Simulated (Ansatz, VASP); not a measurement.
# Pd in VASP and in Ansatz

```
Pd
1.0
     4.53532    0.00000    0.00000
    -2.26766    3.92770    0.00000
     0.00000    0.00000    2.69907
Pd
3
Direct
  0.00000 0.00000 0.00000
  0.33333 0.66667 0.50000
  0.66667 0.33333 0.50000
```

Alike in both runs: functional revPBE; k mesh 8 × 8 × 12; occupations fermi-dirac, width 0.1 eV; no spin polarisation.

Ansatz relaxed the structure, and its values are those at the end. VASP's run is a single point on that final structure, the one shown.

```csv
,VASP,Ansatz
version,VASP 6.6.1,Ansatz 0.2.0
potentials or method,"VASP PAW PBE potentials, release 64 (Pd), cutoff 520 eV","plane waves (420 eV) with PAW, scalar-relativistic"
valence electrons in the cell,30,54
```

Ansatz gave:

| Quantity | Value |
| --- | --- |
| pressure (GPa) | 0.0 |

**Question.** Which values does VASP return?

**Answer.** Pressure (GPa): -0.3.

VASP's potentials were made for PBE, not for revPBE. The functional is the same, so the differences come from potentials, cutoffs and numerics. VASP's potentials hold 30 valence electrons a cell and Ansatz's 54, so a difference there can come from the potentials and not from the codes.
